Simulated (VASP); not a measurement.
# MnH4 (P4/mmm) in VASP: a series of runs

Runs on MnH4. Level: PBE. Tasks: single point, relaxation of cell and atoms.

Everything below comes from runs of VASP 6.6.1. Logs are shortened: lines on timing, memory, paths and dates and some standing lists are left out, and cuts for length are marked.

**1. The cell of the first run**

The structure is tetragonal, space group P4/mmm (No. 123). Conventional cell: a = 2.936 Å, b = 2.936 Å, c = 3.837 Å, α = 90.00°, β = 90.00°, γ = 90.00°. Mn (site symmetry 4/mmm) has 8 H at 2.08 Å within 2.7 Å. Within 1.2 Å of H (site symmetry 2mm) lie 1 H at 0.90 Å.

**2. Single point, PBE, collinear spin, ferromagnetic start**

Contents of INCAR:

```
SYSTEM = MnH4
PREC = Accurate ; ENCUT = 520
EDIFF = 1E-6 ; ISMEAR = 0
SIGMA = 0.1 ; LREAL = .False.
LASPH = .True. ; NELM = 150
ALGO = Normal ; ISIF = 2
LWAVE = .False. ; LCHARG = .False.
ISPIN = 2 ; MAGMOM = 4 0 0 0 0
LORBIT = 11 ; LMAXMIX = 4
GGA = PE ; NBANDS = 20
```

Contents of KPOINTS:

```
regular mesh
0
Gamma
  6 6 4
  0 0 0
```

Contents of POSCAR:

```
MnH4
1.0
    2.9356070033      0.0000000000      0.0000000000
    0.0000000000      2.9356070033      0.0000000000
    0.0000000000      0.0000000000      3.8374600480
Mn H
1 4
Direct
    0.5000000000      0.5000000000      0.5000000000
    0.0000000000      0.5000000000      0.1172762230
    0.5000000000      0.0000000000      0.1172762230
    0.0000000000      0.5000000000      0.8827237770
    0.5000000000      0.0000000000      0.8827237770
```

Potentials or basis: VASP PAW PBE potentials, release 64 (Mn_pv, H).

The run is started by

```console
$ cat potpaw_PBE.64/Mn_pv/POTCAR potpaw_PBE.64/H/POTCAR > POTCAR
$ mpirun -np 1 vasp_std > vasp.out
```

OUTCAR:

```text
SYSTEM = MnH4
   PREC = Accurate
   ENCUT = 520
   EDIFF = 1E-6
   ISMEAR = 0
   LREAL = .False.
   LASPH = .True.
   NELM = 150
   ISIF = 2
   ISPIN = 2
   LORBIT = 11
   GGA = PE

 ion  position               nearest neighbor table
   1  0.500  0.500  0.500-
   2  0.000  0.500  0.117-
   3  0.500  0.000  0.117-
   4  0.000  0.500  0.883-
   5  0.500  0.000  0.883-

  LATTYP: Found a simple tetragonal cell.
 ALAT       =     2.9356070033
 C/A-ratio  =     1.3072117772

  Lattice vectors:

 A1 = (   2.9356070033,   0.0000000000,   0.0000000000)
 A2 = (   0.0000000000,   2.9356070033,   0.0000000000)
 A3 = (   0.0000000000,   0.0000000000,   3.8374600480)

Analysis of symmetry for initial positions (statically):
=====================================================================
 Subroutine PRICEL returns:
 Original cell was already a primitive cell.

 Routine SETGRP: Setting up the symmetry group for a
 simple tetragonal supercell.

 Subroutine GETGRP returns: Found 16 space group operations
 (whereof 16 operations were pure point group operations)
 out of a pool of 16 trial point group operations.

The static configuration has the point symmetry D_4h.

Analysis of symmetry for dynamics (positions and initial velocities):
=====================================================================
 Subroutine PRICEL returns:
 Original cell was already a primitive cell.

 Routine SETGRP: Setting up the symmetry group for a
 simple tetragonal supercell.

 Subroutine GETGRP returns: Found 16 space group operations
 (whereof 16 operations were pure point group operations)
 out of a pool of 16 trial point group operations.

The dynamic configuration has the point symmetry D_4h.

Analysis of structural, dynamic, and magnetic symmetry:
=====================================================================
 Subroutine PRICEL returns:
 Original cell was already a primitive cell.

 Routine SETGRP: Setting up the symmetry group for a
 simple tetragonal supercell.

 Subroutine GETGRP returns: Found 16 space group operations
 (whereof 16 operations were pure point group operations)
 out of a pool of 16 trial point group operations.

The overall configuration has the point symmetry D_4h.

 Subroutine INISYM returns: Found 16 space group operations
 (whereof 16 operations are pure point group operations),
 and found     1 'primitive' translations

----------------------------------------------------------------------------------------

                                     Primitive cell

  volume of cell :      33.0704

  direct lattice vectors                    reciprocal lattice vectors
     2.935607003  0.000000000  0.000000000     0.340645052  0.000000000  0.000000000
     0.000000000  2.935607003  0.000000000     0.000000000  0.340645052  0.000000000
     0.000000000  0.000000000  3.837460048     0.000000000  0.000000000  0.260589032

  length of vectors
     2.935607003  2.935607003  3.837460048     0.340645052  0.340645052  0.260589032

  position of ions in fractional coordinates (direct lattice)
     0.500000000  0.500000000  0.500000000
     0.000000000  0.500000000  0.117276223
     0.500000000  0.000000000  0.117276223
     0.000000000  0.500000000  0.882723777
     0.500000000  0.000000000  0.882723777

  ion indices of the primitive-cell ions
   primitive index   ion index
                 1           1
                 2           2
                 3           3
                 4           4
                 5           5

----------------------------------------------------------------------------------------

 KPOINTS: regular mesh

Automatic generation of k-mesh.
 Grid dimensions read from file:
 generate k-points for:    6    6    4

 Generating k-lattice:

  Cartesian coordinates                     Fractional coordinates (reciprocal lattice)
     0.056774175  0.000000000  0.000000000     0.166666667  0.000000000  0.000000000
     0.000000000  0.056774175  0.000000000     0.000000000  0.166666667  0.000000000
     0.000000000  0.000000000  0.065147258     0.000000000  0.000000000  0.250000000

  Length of vectors
     0.056774175  0.056774175  0.065147258

  Shift w.r.t. Gamma in fractional coordinates (k-lattice)
     0.000000000  0.000000000  0.000000000

 Subroutine IBZKPT returns following result:
 ===========================================

 Found     30 irreducible k-points:

 Following reciprocal coordinates:
            Coordinates               Weight
  0.000000  0.000000  0.000000      1.000000
  0.166667  0.000000  0.000000      4.000000
  0.333333  0.000000  0.000000      4.000000
  0.500000  0.000000  0.000000      2.000000
  0.166667  0.166667  0.000000      4.000000
  0.333333  0.166667  0.000000      8.000000
[... 16 lines left out ...]
  0.333333  0.000000  0.500000      4.000000
  0.500000  0.000000  0.500000      2.000000
 [... further k-points ...]
   k-points           NKPTS =     30   k-points in BZ     NKDIM =     30   number of bands    NBANDS=     20
   number of dos      NEDOS =    301   number of ions     NIONS =      5
   total plane-waves  NPLWV =  17280
   dimension x,y,z NGX =    24 NGY =   24 NGZ =   30
   dimension x,y,z NGXF=    48 NGYF=   48 NGZF=   60
   ions per type =               1   4
   NGX,Y,Z   is equivalent  to a cutoff of  13.59, 13.59, 13.00 a.u.
   NGXF,Y,Z  is equivalent  to a cutoff of  27.18, 27.18, 25.99 a.u.
 SYSTEM =  MnH4
   PREC   = accura    normal or accurate (medium, high low for compatibility)
   ISTART =      0    job   : 0-new  1-cont  2-samecut
   ICHARG =      2    charge: 1-file 2-atom 10-const
   ISPIN  =      2    spin polarized calculation?
   LNONCOLLINEAR =      F non collinear calculations
   LSORBIT =      F    spin-orbit coupling
   LASPH  =      T    aspherical Exc in radial PAW
   ENCUT  =  520.0 eV  38.22 Ry    6.18 a.u.   5.46  5.46  7.14*2*pi/ulx,y,z
   NELM   =    150;   NELMIN=  2; NELMDL= -5     # of ELM steps
   EDIFF  = 0.1E-05   stopping-criterion for ELM
   LREAL  =      F    real-space projection
[... 7 lines left out ...]
   TEBEG  =    0.0;   TEEND  =   0.0 temperature during run
   PSTRESS=    0.0 pullay stress
   NELECT =      17.0000    total number of electrons
   NUPDOWN=      -1.0000    fix difference up-down
   EMIN   =  10.00;   EMAX   =-10.00  energy-range for DOS
   EFERMI =   0.00;   METHOD = LEGACY
   ISMEAR =     0;   SIGMA  =   0.10  broadening in eV -4-tet -1-fermi 0-gaus
   EFERMI_NEDOS =   21; number of points for ismear=-14 and -15
   IALGO  =     38    algorithm
   IMIX   =      4    mixing-type and parameters
     AMIX     =   0.40;   BMIX     =  1.00
     AMIX_MAG =   1.60;   BMIX_MAG =  1.00
  volume/ion in A,a.u.               =       6.61        44.63
  Fermi-wavevector in a.u.,A,eV,Ry     =   1.311428  2.478240 23.399903  1.719844
  Thomas-Fermi vector in A             =   2.441890
   LORBIT       =     11    0 simple, 1 ext, 2 COOP (PROOUT), +10 PAW based schemes
   GGA     = PE    functional components
   LHFCALC =     F    Hartree Fock is set to
   AEXX    =    0.0000 exact exchange contribution
   IVDW    =     0    specifies the selected vdW correction
   LEPSILON=     F    determine dielectric tensor
   LRPA    =     F    only Hartree local field effects (RPA)
 spin polarized calculation
 Gauss-broadening in eV      SIGMA  =   0.10
  energy-cutoff  :      520.00
  volume of cell :       33.07
 maximum number of plane-waves:       918
 NGX is ok and might be reduce to    24
   NGX = 11   NGY = 11   NGZ = 15

 number of electron      16.9999984 magnetization       3.9947801

 Free energy of the ion-electron system (eV)
  ---------------------------------------------------
  ext. energy  EPLUGINS =         0.00000000
  ---------------------------------------------------
  free energy    TOTEN  =       -20.09737383 eV

  energy without entropy =      -20.09066526  energy(sigma->0) =      -20.09401955

 E-fermi :   3.4025     XC(G=0): -10.2795

 val. band max:        3.3897590121   @ k =   0.3333   0.0000   0.0000
 cond. band min:       3.4456620047   @ k =   0.5000   0.3333   0.0000
 fundamental gap:      0.0559029926
 Fermi energy:         3.4025078850

 spin component 1

 k-point     1 :       0.0000    0.0000    0.0000
  band No.  band energies     occupation
      1     -46.4222      1.00000
      2     -46.2077      1.00000
      3     -46.2077      1.00000
      4      -8.2044      1.00000
      5      -1.1655      1.00000
      6       0.0036      1.00000
[... 12 lines left out ...]
     19      23.3361      0.00000
     20      24.2401      0.00000
[... 507 lines left out ...]
 k-point    24 :       0.5000    0.0000    0.5000
  band No.  band energies     occupation
      1     -46.4181      1.00000
      2     -46.2746      1.00000
      3     -46.2024      1.00000
      4      -4.5015      1.00000
      5      -4.0076      1.00000
      6      -0.1633      1.00000
[... 12 lines left out ...]
     19      20.4836      0.00000
     20      21.6690      0.00000

 [... further k-points ...]

 spin component 2

 k-point     1 :       0.0000    0.0000    0.0000
  band No.  band energies     occupation
      1     -42.3360      1.00000
      2     -42.2113      1.00000
      3     -42.2113      1.00000
      4      -7.9359      1.00000
      5      -0.1664      1.00000
      6       2.4391      1.00000
[... 12 lines left out ...]
     19      24.0482      0.00000
     20      24.6145      0.00000
[... 507 lines left out ...]
 k-point    24 :       0.5000    0.0000    0.5000
  band No.  band energies     occupation
      1     -42.3310      1.00000
      2     -42.2919      1.00000
      3     -42.2049      1.00000
      4      -4.1382      1.00000
      5      -3.7899      1.00000
      6       1.5214      1.00000
[... 12 lines left out ...]
     19      21.9397      0.00000
     20      22.0353      0.00000

 [... further k-points ...]
[... 5 lines left out ...]
  --------------------------------------------------------------------------------------
  -------------------------------------------------------------------------------------
  Total        0.0281645      0.0281645      0.0066692      0.0000000     -0.0000000      0.0000000
  in kB        1.3644989      1.3644989      0.3231077      0.0000000     -0.0000000      0.0000000
  external PRESSURE =       1.0173685 kB  Pullay stress =       0.0000000 kB

 VOLUME and BASIS-vectors are now :
 -----------------------------------------------------------------------------
  energy-cutoff  :      520.00
  volume of cell :       33.07
      direct lattice vectors                 reciprocal lattice vectors
     2.935607003  0.000000000  0.000000000     0.340645052  0.000000000  0.000000000
     0.000000000  2.935607003  0.000000000     0.000000000  0.340645052  0.000000000
     0.000000000  0.000000000  3.837460048     0.000000000  0.000000000  0.260589032

 POSITION                                       TOTAL-FORCE (eV/Angst)
 -----------------------------------------------------------------------------------
      1.46780      1.46780      1.91873        -0.000000      0.000000      0.000000
      0.00000      1.46780      0.45004        -0.000000     -0.000000     -0.030812
      1.46780      0.00000      0.45004        -0.000000      0.000000     -0.030812
      0.00000      1.46780      3.38742        -0.000000     -0.000000      0.030812
      1.46780      0.00000      3.38742         0.000000      0.000000      0.030812
 -----------------------------------------------------------------------------------
    total drift:                                0.000000      0.000000     -0.000000

  FREE ENERGIE OF THE ION-ELECTRON SYSTEM (eV)
  ---------------------------------------------------
  free  energy   TOTEN  =       -20.0973738331 eV

  energy  without entropy=      -20.0906652575  energy(sigma->0) =      -20.09401955

 total charge

# of ion       s       p       d       tot
------------------------------------------
    1        0.267   6.162   5.003  11.432
    2        0.545   0.025   0.000   0.570
    3        0.545   0.025   0.000   0.570
    4        0.545   0.025   0.000   0.570
    5        0.545   0.025   0.000   0.570
--------------------------------------------------
tot          2.447   6.263   5.003  13.713

 magnetization (x)

# of ion       s       p       d       tot
------------------------------------------
    1        0.019   0.008   3.759   3.786
    2        0.009   0.002   0.000   0.012
    3        0.009   0.002   0.000   0.012
    4        0.009   0.002   0.000   0.012
    5        0.009   0.002   0.000   0.012
--------------------------------------------------
tot          0.057   0.018   3.759   3.834
```

Run time: 20 s. Hardware: 1 thread of Intel Xeon 6975P-C (Granite Rapids), shared host; peak memory 0.17 GiB.

What came out:

* Free energy: -20.0974 eV
* Pressure: 0.1 GPa
* Largest force: 0.031 eV/Å
* Net moment: 3.99 μB per cell
* Site moments: Mn +3.79; H +0.01 μB
* Valence electrons inside the program's atomic spheres: Mn 11.43; H 0.57

Forces in eV/Å, atoms in the order of the input:
```
Mn   0.000  0.000  0.000
H    0.000  0.000 -0.031
H    0.000  0.000 -0.031
H    0.000  0.000  0.031
H    0.000  0.000  0.031
```

Caveat: the k points lie up to 0.41 Å⁻¹ apart.

**3. Single point, PBE, collinear spin, ferromagnetic start**

This run uses another cell than the first one, of 9.54 Å³/atom, 1.442 times its volume.

Contents of INCAR:

```
PREC = Accurate ; ENCUT = 520
EDIFF = 1E-6 ; ISMEAR = 0
SIGMA = 0.1 ; LREAL = F
LASPH = T ; NELM = 150
ALGO = Normal ; ISIF = 2
LWAVE = F ; LCHARG = F
ISPIN = 2 ; MAGMOM = 4 0 0 0 0
LORBIT = 11 ; LMAXMIX = 4
GGA = PE ; NBANDS = 20
```

Contents of KPOINTS:

```
regular mesh
0
Gamma
  6 6 4
```

Contents of POSCAR:

```
MnH4
1.0
    2.9042195400      0.0000000000      0.0000000000
    0.0000000000      2.9042195400      0.0000000000
    0.0000000000      0.0000000000      5.6550497700
Mn H
1 4
Direct
    0.5000000000      0.5000000000      0.5000000000
    0.0000000000      0.5000000000      0.1420885900
    0.5000000000      0.0000000000      0.1420885900
    0.0000000000      0.5000000000      0.8579114100
    0.5000000000      0.0000000000      0.8579114100
```

Potentials or basis: VASP PAW PBE potentials, release 64 (Mn_pv, H).

The run is started by

```console
$ cat potpaw_PBE.64/Mn_pv/POTCAR potpaw_PBE.64/H/POTCAR > POTCAR
$ mpirun -np 1 vasp_std > vasp.out
```

Wall time 30 s (1 thread of Intel Xeon 6975P-C (Granite Rapids), shared host); peak memory 0.2 GiB.

The run converged. Its results:

```
Free energy                                           : -16.5149 eV
Pressure                                              : -19.2 GPa
Largest force                                         : 0.372 eV/Å
Net moment                                            : 4.02 μB per cell
Site moments                                          : Mn +3.88; H -0.01 μB
Valence electrons inside the program's atomic spheres : Mn 11.27; H 0.38
```

Forces on the atoms (eV/Å):
```
Mn   0.000  0.000  0.000
H    0.000  0.000 -0.372
H    0.000  0.000 -0.372
H    0.000  0.000  0.372
H    0.000  0.000  0.372
```

Stress tensor (GPa, compression positive):
```
 -8.70   0.00   0.00
  0.00  -8.70   0.00
  0.00   0.00 -40.15
```

Levels at points of the mesh, in eV from the Fermi level:
Spin up:
| k point | band 8 | band 9 | band 10 | band 11 | band 12 | band 13 |
| --- | --- | --- | --- | --- | --- | --- |
| (0.00, 0.00, 0.00) | -1.80 | -1.80 | -1.54 | -0.61 | 2.98 | 6.59 |
| (0.50, 0.00, 0.00) | -2.05 | -1.72 | -1.01 | 0.07 | 1.87 | 2.07 |
| (0.50, 0.50, 0.00) | -1.89 | -1.89 | -0.89 | 3.09 | 3.09 | 4.95 |
| (0.00, 0.00, 0.50) | -1.80 | -1.80 | -1.54 | 2.74 | 2.85 | 4.82 |
| (0.50, 0.00, 0.50) | -2.05 | -1.72 | -1.42 | -1.29 | 0.26 | 4.94 |
| (0.50, 0.50, 0.50) | -0.89 | -0.62 | -0.62 | 1.08 | 1.08 | 5.33 |
Spin down:
```tsv
k point	band 4	band 5	band 6	band 7	band 8	band 9	band 10	band 11
(0.00, 0.00, 0.00)	-7.67	-3.61	-1.98	-0.26	2.08	2.08	2.10	2.58
(0.50, 0.00, 0.00)	-3.93	-3.64	-1.15	0.04	0.14	1.86	2.20	2.35
(0.50, 0.50, 0.00)	-1.90	-1.90	-0.24	-0.09	-0.09	1.53	2.67	4.03
(0.00, 0.00, 0.50)	-7.17	-5.37	-0.46	-0.19	2.07	2.07	2.58	2.78
(0.50, 0.00, 0.50)	-3.60	-3.42	-1.76	-1.13	0.59	1.50	1.86	2.20
(0.50, 0.50, 0.50)	-2.12	-2.12	-0.21	1.18	1.18	1.70	1.88	1.88
```

Caveat: the k points lie up to 0.36 Å⁻¹ apart.

[end of part 1 of 3]
